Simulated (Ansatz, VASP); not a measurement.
# Two plane-wave programs on ZrO2

The input POSCAR:

```
ZrO2
1.0
    0.0000000000      2.5447135874      2.5447135874
    2.5447135874      0.0000000000      2.5447135874
    2.5447135874      2.5447135874      0.0000000000
Zr O
1 2
Direct
    0.0000000000      0.0000000000      0.0000000000
    0.2500000000      0.2500000000      0.2500000000
    0.7500000000      0.7500000000      0.7500000000
```

INCAR.step1

```
SYSTEM = ZrO2
PREC = Accurate
ENCUT = 520
EDIFF = 1E-5
ISMEAR = 0
SIGMA = 0.01
LREAL = .FALSE.
LASPH = .TRUE.
NELM = 120
ALGO = Normal
ISIF = 2
LWAVE = .TRUE.
GGA = PE
NBANDS = 19
GGA_COMPAT = .FALSE.
```

INCAR.step2

```
SYSTEM = ZrO2
PREC = Accurate
ENCUT = 520
EDIFF = 1E-6
ISMEAR = 0
SIGMA = 0.01
LREAL = .FALSE.
LASPH = .TRUE.
NELM = 120
ALGO = Normal
ISIF = 2
LWAVE = .FALSE.
LCHARG = .TRUE.
GGA = PE
LHFCALC = .TRUE.
HFSCREEN = 0.2079
PRECFOCK = Normal
LELF = .TRUE.
LVHAR = .TRUE.
ISTART = 1
NBANDS = 19
GGA_COMPAT = .FALSE.
```

Contents of KPOINTS:

```
regular mesh
0
G
  6 6 6
  0 0 0
```

Input for Ansatz:

```yaml
crystal:
  lattice:
    - [0.0, 2.5447135874, 2.5447135874]
    - [2.5447135874, 0.0, 2.5447135874]
    - [2.5447135874, 2.5447135874, 0.0]
  atoms:
    - { symbol: Zr, position: [0.0, 0.0, 0.0] }
    - { symbol: O, position: [0.25, 0.25, 0.25] }
    - { symbol: O, position: [0.75, 0.75, 0.75] }
kpoints:
  mp_grid: { grid: [6, 6, 6] }
  band_path:
    path:
      - [0.0, 0.0, 0.0]
      - [0.5, 0.0, 0.5]
      - [0.625, 0.25, 0.625]
      - [0.375, 0.375, 0.75]
      - [0.5, 0.5, 0.5]
      - [0.5, 0.25, 0.75]
    npoints: 1
hamiltonian:
  xc: hse06
scf:
  occupations: { method: fixed }
  n_extra_bands: 4
output:
  forces: true
  stress: true
  eigenvalues: true
```

Alike in both runs: task single point; functional HSE06; k mesh 6 × 6 × 6; no spin polarisation.

|  | VASP | Ansatz |
| --- | --- | --- |
| version | VASP 6.6.1 | Ansatz 0.2.0 |
| potentials or method | VASP PAW PBE potentials, release 64 (Zr_sv, O) | plane waves, PAW |
| plane-wave cutoff (eV) | 520 | 420 |
| occupations | gaussian, width 0.01 eV | fixed |
| valence electrons in the cell | 24 | 24 |

|  | VASP | Ansatz | Ansatz less VASP |
| --- | --- | --- | --- |
| gap on the k mesh at the Fermi level (eV) | 4.97 | 4.98 | +0.012 |
| pressure (GPa) | -2.5 | -3.0 | -0.45 |

Ansatz's warnings: stress exchange threshold loose, stress scf threshold loose.
